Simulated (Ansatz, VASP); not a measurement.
## Two plane-wave programs on Os2F

The input INCAR:

```
PREC     = Accurate       # precision mode
ENCUT    = 520            # plane-wave cutoff, eV
EDIFF    = 1E-7           # SCF threshold, eV
ISMEAR   = 0              # smearing method
SIGMA    = 0.1            # smearing width, eV
LREAL    = False          # projectors in reciprocal space
LASPH    = True           # aspherical terms in the spheres
NELM     = 150            # most SCF steps
ALGO     = Normal         # electronic algorithm
ISIF     = 2              # what is computed and relaxed
LWAVE    = False          # write WAVECAR
LCHARG   = True           # write CHGCAR
ISPIN    = 2              # spin polarisation
MAGMOM   = 1 1 0          # initial moments
LORBIT   = 11             # projections on sites
LMAXMIX  = 4              # l up to which the mixer works
GGA      = PE             # functional
LELF     = True           # ELF
LVHAR    = True         
NBANDS   = 22             # bands
```

The input KPOINTS:

```
regular mesh
0
Gamma
  6 6 6
```

File POSCAR:

```
Os2F
1.0
    1.5441326844      0.8915054210      4.6636757160
   -1.5441326844      0.8915054210      4.6636757160
    0.0000000000     -1.7830108420      4.6636757160
Os F
2 1
Direct
    0.7500000000      0.7500000000      0.7500000000
    0.2500000000      0.2500000000      0.2500000000
    0.0000000000      0.0000000000      0.0000000000
```

Input for Ansatz:

```yaml
crystal:
  lattice:
    - [1.5441326844, 0.891505421, 4.663675716]
    - [-1.5441326844, 0.891505421, 4.663675716]
    - [0.0, -1.783010842, 4.663675716]
  atoms:
    - { symbol: Os, position: [0.75, 0.75, 0.75], spin: 1.0 }
    - { symbol: Os, position: [0.25, 0.25, 0.25], spin: 1.0 }
    - { symbol: F, position: [0.0, 0.0, 0.0] }
basis:
  ecutwfc: 420
kpoints:
  mp_grid: { grid: [6, 6, 6] }
hamiltonian:
  xc: pbe
scf:
  occupations: { method: gaussian, width: 0.1 }
  lower_state_search: "off"
output:
  forces: true
  stress: true
  eigenvalues: true
  populations: true
magnetization:
  spin_polarized: true
```

Alike in both runs: task single point; functional PBE; k mesh 6 × 6 × 6; occupations gaussian, width 0.1 eV; collinear spin.

|  | VASP | Ansatz |
| --- | --- | --- |
| version | VASP 6.6.1 | Ansatz 0.2.0 |
| potentials or method | VASP PAW PBE potentials, release 64 (Os, F), cutoff 520 eV | scalar-relativistic, plane waves, PAW |
| valence electrons in the cell | 23 | 39 |

VASP gave:

| Item | Value |
| --- | --- |
| gap on the k mesh at the Fermi level (eV) | none |
| pressure (GPa) | 24.8 |
| traceless stress, the component that is largest in VASP (GPa) | -5.95 |
| rms of the force components (eV/Å) | 3.235 |
| net moment per atom (μB) | 0.00 |

**Question.** Which values does Ansatz return?

**Answer.** gap on the k mesh at the Fermi level (eV): none; pressure (GPa): 23.6; traceless stress, the component that is largest in VASP (GPa): -5.79; rms of the force components (eV/Å): 3.179; net moment per atom (μB): 0.00.

Atom by atom the forces differ by 0.056 eV/Å (rms over components). A gap of «none» marks a metal or a gap that the smearing closes. VASP's potentials hold 23 valence electrons a cell and Ansatz's 39, so a difference there can come from the potentials and not from the codes. Ansatz's warnings: seeded moment not kept.

The k mesh is coarse, so the values compare programs but aren't converged. Spin-orbit coupling is off throughout.
